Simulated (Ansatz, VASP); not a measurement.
## Two plane-wave programs on HfO2

```xyz
3
Lattice="0.0000 2.6077 2.6077 2.6077 0.0000 2.6077 2.6077 2.6077 0.0000" Properties=species:S:1:pos:R:3 pbc="T T T"
Hf    0.0000    0.0000    0.0000
O     1.3038    1.3038    1.3038
O     3.9115    3.9115    3.9115
```

Change from the starting cell: volume scaled by 1.06, ions relaxed.

Alike in both runs: functional PBE; k mesh 10 × 10 × 10; occupations fermi-dirac, width 0.02 eV; no spin polarisation.

Ansatz relaxed the structure, and its values are those at the end. VASP's run is a single point on that final structure, the one shown.

|  | VASP | Ansatz |
| --- | --- | --- |
| version | VASP 6.6.1 | Ansatz 0.2.0 |
| potentials or method | VASP PAW PBE potentials, release 64 (Hf_pv, O) | plane-wave PAW, scalar-relativistic |
| plane-wave cutoff (eV) | 520 | 420 |
| valence electrons in the cell | 22 | 38 |

```csv
,VASP,Ansatz,Ansatz less VASP
gap on the k mesh at the Fermi level (eV),3.57,3.57,+0.006
pressure (GPa),-17.6,-14.6,+3.00
```

With one functional, cell and mesh, what is left measures potentials, basis and numerics. VASP's potentials hold 22 valence electrons a cell and Ansatz's 38, so a difference there can come from the potentials and not from the codes. Ansatz's warnings: stress scf threshold loose.

Neither program's run includes spin-orbit coupling.
